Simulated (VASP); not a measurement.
The system is GaAs.

```
CELL_PARAMETERS angstrom
0.00000 2.76226 2.76226
2.76226 0.00000 2.76226
2.76226 2.76226 0.00000
ATOMIC_POSITIONS crystal
Ga 0.00000 0.00000 0.00000
As 0.25000 0.25000 0.25000
```

This cell differs from its parent crystal: strain -2.5%.

Base run:

```yaml
Program: VASP 6.6.1
Functional: r2SCAN
Potentials_or_basis: VASP PAW PBE potentials, release 64 (Ga_d, As)
Cutoff: 520 eV
k_mesh: 8 × 8 × 8
Occupations: gaussian, width 0.01 eV
Spin: no spin polarisation
```

Its results: band gap on the k mesh 1.57 eV, direct; pressure 6.7 GPa.

The run is repeated on the same cell with these changes: functional from r2SCAN to PBE; k mesh from 8 × 8 × 8 to 4 × 4 × 4. What comes out?

Band gap on the k mesh 1.05 eV, direct; pressure 10.0 GPa.

Several settings changed at once, so the effect can't be laid on one alone.

Caveats: some runs use coarse meshes; the PAW data sets were made with another functional, which shifts forces and pressure a little (some runs).

A k mesh can miss the band edges.
